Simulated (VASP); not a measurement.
Wanted: the native input for a VASP 6.6.1 run.

* Task: single point
* Functional: PBE
* Dispersion: D3(BJ)
* Potentials or basis: VASP PAW PBE potentials, release 64 (O, C, S, H)
* Cutoff: 520 eV
* k mesh: 1 × 1 × 1
* Occupations: fermi-dirac, width 0.05 eV
* Spin: no spin polarisation
* Dipole correction: no
* Further INCAR settings: LREAL = Auto; ALGO = Normal; EDIFF = 1e-06; NBANDS = 75

The structure of H24C7SO7 lies in POSCAR:

```
H24C7SO7
1.0
    8.5748860000      0.0000000000      0.0000000000
    0.0000000000      8.5748860000      0.0000000000
    0.0000000000      0.0000000000      8.5748860000
O C S H
7 7 1 24
Direct
    0.2700560684      1.0875713100      0.2942779647
    0.9418317631      0.6055823949      0.9652373221
    0.8438013053      0.4509331086      0.4880647976
    0.3256603062      0.6674257827      0.9682227845
    0.4879481780      0.4910619220      0.1956527469
    0.7516484767      0.6281482926      0.2071397801
    0.1282466029      0.3605762222      1.0636876105
    0.3245757436      1.0012844486      0.3837018941
    0.9396859620      0.7426221177      0.8738891689
    1.0029521092      0.4179064305      0.5016043362
    0.3891247067      0.8162907355      0.9853542076
    0.4322856304      0.4502917007      0.3522379190
    0.7955324421      0.7723484604      0.2738462062
    0.0580998978      0.2285278195      0.9869985444
    0.3764131675      0.8657724429      0.4951086230
    0.8299119079      0.7340855610      0.8003838185
    1.0503929732      0.5794945845      0.9827186041
    0.9237907070      0.8538539171      0.9391495117
    1.0369467303      0.7367328265      0.7877305891
    1.0649587645      0.5283102306      0.5258962043
    0.8127571609      0.4338599953      0.3789787993
    1.0208532218      0.3340802432      0.5966260076
    1.0556991661      0.3594916597      0.3933813231
    0.4756331454      0.8311480759      0.8887231854
    0.3730895081      0.5988651044      1.0557108281
    0.2988844400      0.9066009741      0.9843162930
    0.4580702297      0.8353347205      1.0952915292
    0.3201208739      0.3918419440      0.3365059314
    0.5887308589      0.5482521867      0.2085275536
    0.5144908049      0.3771245472      0.4152358410
    0.4110491965      0.5566954476      0.4187694157
    0.7988677634      0.7602083573      0.4002852050
    0.8160574963      0.6089293782      0.1082813229
    0.9091666058      0.8034159288      0.2306036488
    0.7180736863      0.8688278771      0.2361780670
   -0.0643856956      0.2676770280      0.9636396332
    0.2382655583      0.3493807381      1.0369234063
    0.1134942202      0.2036178673      0.8755568296
    0.0482688633      0.1175875691      1.0533667736
```

One way to write it, as run:

INCAR

```
PREC     = Accurate       # precision mode
ENCUT    = 520            # plane-wave cutoff, eV
EDIFF    = 1E-6           # SCF threshold, eV
ISMEAR   = -1             # smearing method
SIGMA    = 0.05           # smearing width, eV
LREAL    = Auto         
LASPH    = T              # aspherical terms in the spheres
NELM     = 60             # most SCF steps
ALGO     = Normal         # electronic algorithm
ISIF     = 2              # what is computed and relaxed
LWAVE    = F              # write WAVECAR
LCHARG   = F              # write CHGCAR
GGA      = PE             # functional
IVDW     = 12             # dispersion correction
NBANDS   = 75             # bands
```

KPOINTS

```
regular mesh
0
Gamma
  1 1 1
```

Potentials or basis: VASP PAW PBE potentials, release 64 (O, C, S, H).

The run is started by

```sh
$ cat potpaw_PBE.64/O/POTCAR potpaw_PBE.64/C/POTCAR potpaw_PBE.64/S/POTCAR potpaw_PBE.64/H/POTCAR > POTCAR
$ mpirun -np 1 vasp_gam > vasp.out
```

Results of the run:

```yaml
Pressure: -0.3 GPa
Largest_force: 2.480 eV/Å
Band_gap_on_the_k_mesh: 3.55 eV
Dispersion_energy_per_atom: -0.030 eV
```

Caveat: the k points lie up to 0.73 Å⁻¹ apart.

It took 55 s on 1 thread of Intel(R) Xeon(R) Platinum 8488C (Sapphire Rapids), with other jobs on the host, peak memory 0.56 GiB.
